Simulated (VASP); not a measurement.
Set up this calculation in VASP 6.6.1, as the native input.

| Item | Value |
| --- | --- |
| Task | single point |
| Functional | PBEsol |
| Potentials or basis | VASP PAW PBE potentials, release 64 (Hf_pv, B) |
| Cutoff | 520 eV |
| k mesh | 15 × 15 × 12 |
| Occupations | fermi-dirac, width 0.03 eV |
| Spin | no spin polarisation |
| Dipole correction | no |
| Further INCAR settings | ALGO = Normal; EDIFF = 1e-06; NBANDS = 15 |

The structure of HfB2 lies in POSCAR:

```
HfB2
1.0
    3.1813206298      0.0000000000      0.0000000000
   -1.5906603150      2.7551044830      0.0000000000
    0.0000000000      0.0000000000      3.5257947253
Hf B
1 2
Direct
    0.0000000000      0.0000000000      0.0000000000
    0.3333333333      0.6666666667      0.5000000000
    0.6666666667      0.3333333333      0.5000000000
```

This cell differs from its parent crystal: volume scaled by 1.04.

The input as run:

INCAR

```
ALGO     = Normal         # electronic algorithm
EDIFF    = 1E-6           # SCF threshold, eV
ENCUT    = 520            # plane-wave cutoff, eV
GGA      = PS             # functional
ISIF     = 2              # what is computed and relaxed
ISMEAR   = -1             # smearing method
LASPH    = T              # aspherical terms in the spheres
LCHARG   = F              # write CHGCAR
LREAL    = F              # projectors in reciprocal space
LWAVE    = F              # write WAVECAR
NBANDS   = 15             # bands
NELM     = 80             # most SCF steps
PREC     = Accurate       # precision mode
SIGMA    = 0.03           # smearing width, eV
```

KPOINTS

```
k-points
0
Gamma
  15 15 12
```

Potentials or basis: VASP PAW PBE potentials, release 64 (Hf_pv, B).

Launch:

```bash
$ cat potpaw_PBE.64/Hf_pv/POTCAR potpaw_PBE.64/B/POTCAR > POTCAR
$ mpirun -np 1 vasp_std > vasp.out
```

Results of the run:

```yaml
Pressure: -13.5 GPa
Band_gap_on_the_k_mesh: zero (band 8 reaches 7.98 eV, above the bottom of band 9 at 7.01 eV)
```

Caveat: the PAW data sets were made with another functional, which shifts forces and pressure a little; spin-orbit coupling is left out, which moves the levels of the heavy elements.

Wall time 110 s on 1 thread of AMD EPYC 7571 (shared host), peak memory 0.18 GiB.
